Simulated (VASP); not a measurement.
The system is H.

```
H
1.0
    -1.69153    1.69153    2.05847
     1.69153   -1.69153    2.05847
     1.69153    1.69153   -2.05847
H
2
Direct
  0.90986 0.90986 0.00000
  0.09014 0.09014 0.00000
```

```yaml
Program: VASP 6.6.1
Task: relaxation of cell and atoms
Functional: PBEsol
Potentials_or_basis: VASP PAW PBE potentials, release 64 (H_h)
Cutoff: 910 eV
k_mesh: 10 × 10 × 10
Occupations: gaussian, width 0.01 eV
Spin: no spin polarisation
```

At the start: pressure 1.0 GPa; volume 11.78 Å³/atom.

How do energy, volume and symmetry change on relaxing?

Over 37 steps the energy falls by 2.7 meV/atom and the volume is 11.50 Å³/atom (-2.4 %); space group I4/mmm (No. 139, to 0.1 Å) before and after.

The path:
```
step  energy change (eV)  largest force (eV/Å)  pressure (GPa)  volume (Å³)
   1              0.0000                0.6075            1.01        23.56
   2              0.0319                1.4082           -2.60        23.81
   3             -0.0052                0.0150           -0.04        23.63
   4             -0.0052                0.0021           -0.02        23.62
   5             -0.0052                0.0091            0.00        23.62
   6             -0.0052                0.0085            0.00        23.62
   7             -0.0052                0.0067            0.00        23.61
   8             -0.0052                0.0032           -0.01        23.59
   9             -0.0053                0.0038           -0.02        23.55
  10             -0.0053                0.0175           -0.04        23.46
  11             -0.0053                0.0004            0.00        23.45
  12             -0.0053                0.0041            0.00        23.45
  13             -0.0053                0.0053            0.00        23.45
  14             -0.0053                0.0088            0.01        23.44
  15             -0.0053                0.0158            0.02        23.42
  16             -0.0053                0.0299            0.05        23.39
  17             -0.0053                0.0298            0.05        23.39
  18             -0.0053                0.0292            0.05        23.39
  19             -0.0053                0.0280            0.05        23.38
  20             -0.0054                0.0254            0.04        23.38
  21             -0.0054                0.0204            0.04        23.36
  22             -0.0054                0.0104            0.02        23.33
  23             -0.0054                0.0091           -0.01        23.26
  24             -0.0054                0.0474           -0.07        23.13
  25             -0.0054                0.0336           -0.05        23.18
  26             -0.0054                0.0323           -0.04        23.15
  27             -0.0055                0.0277           -0.03        23.09
  28             -0.0055                0.0178           -0.01        22.97
  29             -0.0055                0.0154            0.00        22.93
  30             -0.0055                0.0057            0.02        22.95
  31             -0.0055                0.0016            0.02        22.96
  32             -0.0055                0.0008            0.02        22.96
  33             -0.0055                0.0005            0.02        22.96
  34             -0.0055                0.0005            0.02        22.96
  35             -0.0055                0.0007            0.02        22.97
  36             -0.0055                0.0011            0.02        22.98
  37             -0.0055                0.0019            0.02        23.00
```

Final structure:
```
CELL_PARAMETERS angstrom
-1.64614 1.64614 2.12177
1.64614 -1.64614 2.12177
1.64614 1.64614 -2.12177
ATOMIC_POSITIONS crystal
H 0.91049 0.91049 0.00000
H 0.08951 0.08951 0.00000
```

Caveat: this functional lacks dispersion, which holds the molecules together, so the pressure and a relaxed volume are unreliable; the PAW data sets were made with another functional, which shifts forces and pressure a little.
